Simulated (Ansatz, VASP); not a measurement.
# Li2Sn in VASP and in Ansatz

The input INCAR:

```
SYSTEM = Li2Sn
ALGO = Normal ; EDIFF = 1E-6
ENCUT = 520 ; GGA = PE
ISIF = 2 ; ISMEAR = 0
LASPH = .TRUE. ; LCHARG = .FALSE.
LREAL = .FALSE. ; LWAVE = .FALSE.
NBANDS = 17 ; NELM = 60
PREC = Accurate ; SIGMA = 0.1
```

Contents of KPOINTS:

```
k-points
0
G
  6 6 4
  0 0 0
```

Contents of POSCAR:

```
Li2Sn
1.0
    3.3911012600      0.0000000000      0.0000000000
   -1.6955506300      2.9367798400      0.0000000000
    0.0000000000      0.0000000000      7.1917488300
Li Sn
2 1
Direct
    0.3333333300      0.6666666700      0.8333333300
    0.6666666700      0.3333333300      0.1666666700
    0.0000000000      0.0000000000      0.5000000000
```

Input for Ansatz:

```yaml
crystal:
  lattice:
    - [3.39110126, 0.0, 0.0]
    - [-1.69555063, 2.93677984, 0.0]
    - [0.0, 0.0, 7.19174883]
  atoms:
    - { symbol: Li, position: [0.33333333, 0.66666667, 0.83333333] }
    - { symbol: Li, position: [0.66666667, 0.33333333, 0.16666667] }
    - { symbol: Sn, position: [0.0, 0.0, 0.5] }
basis:
  ecutwfc: 420
kpoints:
  mp_grid: { grid: [6, 6, 4] }
hamiltonian:
  xc: pbe
scf:
  occupations: { method: gaussian, width: 0.1 }
  lower_state_search: "off"
output:
  forces: true
  stress: true
  eigenvalues: true
```

Alike in both runs: task single point; functional PBE; k mesh 6 × 6 × 4; occupations gaussian, width 0.1 eV; no spin polarisation.

|  | VASP | Ansatz |
| --- | --- | --- |
| version | VASP 6.6.1 | Ansatz 0.2.0 |
| potentials or method | VASP PAW PBE potentials, release 64 (Li_sv, Sn_d), cutoff 520 eV | scalar-relativistic, plane waves, PAW |
| valence electrons in the cell | 20 | 20 |

|  | VASP | Ansatz | Ansatz less VASP |
| --- | --- | --- | --- |
| gap on the k mesh at the Fermi level (eV) | none | none | - |
| rms of the force components (eV/Å) | 0.136 | 0.135 | -0.0014 |

Atom by atom the forces differ by 0.001 eV/Å (rms over components). A gap of «none» marks a metal or a gap that the smearing closes. With one functional, cell and mesh, what is left measures potentials, basis and numerics.

Noted on VASP's run: the cutoff is short for stress, so the pressure is rough.
